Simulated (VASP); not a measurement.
**ScGa3: single point with LDA**

ScGa3:

```
Sc Ga
1.0
     4.03966    0.00000    0.00000
     0.00000    4.03966    0.00000
     0.00000    0.00000    4.03966
Sc Ga
1 3
Direct
  0.00000 0.00000 0.00000
  0.00000 0.50000 0.50000
  0.50000 0.00000 0.50000
  0.50000 0.50000 0.00000
```

| Quantity | Value |
| --- | --- |
| Program | VASP 6.6.1 |
| Task | single point |
| Functional | LDA |
| Potentials or basis | VASP PAW LDA potentials, release 64 (Sc_sv, Ga_d) |
| Cutoff | 520 eV |
| k mesh | 9 × 9 × 9 |
| Occupations | fermi-dirac, width 0.05 eV |
| Spin | no spin polarisation |
| Dipole correction | no |
| Further INCAR settings | ALGO = Normal; EDIFF = 1e-06; NBANDS = 33 |

- Pressure: -2.2 GPa
- Band gap on the k mesh: zero (bands 25 and 26 overlap by 3.28 eV)

Levels at points of the mesh, in eV from the Fermi level:
| k point | band 21 | band 22 | band 23 | band 24 | band 25 | band 26 | band 27 | band 28 | band 29 | band 30 |
| --- | --- | --- | --- | --- | --- | --- | --- | --- | --- | --- |
| (0.00, 0.00, 0.00) | -3.24 | -3.24 | -2.02 | -2.02 | -2.02 | 1.74 | 1.74 | 1.74 | 3.18 | 3.64 |

It took 45 s on 1 thread of Intel(R) Xeon(R) Platinum 8488C (Sapphire Rapids), with other jobs on the host, peak memory 0.19 GiB.
